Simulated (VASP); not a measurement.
Here is a VASP 6.6.1 calculation.

The input INCAR:

```
PREC     = Accurate       # precision mode
ENCUT    = 600            # plane-wave cutoff, eV
EDIFF    = 1E-6           # SCF threshold, eV
ISMEAR   = 0              # smearing method
SIGMA    = 0.02           # smearing width, eV
LREAL    = F              # projectors in reciprocal space
LASPH    = T              # aspherical terms in the spheres
NELM     = 80             # most SCF steps
ALGO     = Normal         # electronic algorithm
ISIF     = 3              # what is computed and relaxed
LWAVE    = F              # write WAVECAR
LCHARG   = F              # write CHGCAR
GGA      = PE             # functional
IBRION   = 2              # ionic algorithm
NSW      = 80             # ionic steps
EDIFFG   = -0.01          # ionic threshold
```

The input KPOINTS:

```
Automatic mesh
0
Gamma
  8 8 8
```

The input POSCAR:

```
BeTe
1.0
    0.0000000000      2.7281335890      2.7281335890
    2.7281335890      0.0000000000      2.7281335890
    2.7281335890      2.7281335890      0.0000000000
Be Te
1 1
Direct
    0.0000000000      0.0000000000      0.0000000000
    0.2500000000      0.2500000000      0.2500000000
```

Potentials or basis: VASP PAW PBE potentials, release 64 (Be, Te).

Launch:

```bash
$ cat potpaw_PBE.64/Be/POTCAR potpaw_PBE.64/Te/POTCAR > POTCAR
$ mpirun -np 1 vasp_std > vasp.out
```

(1) What does it give for the relaxed volume?

(2) Predict the relaxed cell.

Answers

(1) 22.75 Å³/atom.

(2) a = 4.007 Å, b = 4.007 Å, c = 4.007 Å, α = 60.00°, β = 60.00°, γ = 60.00°.
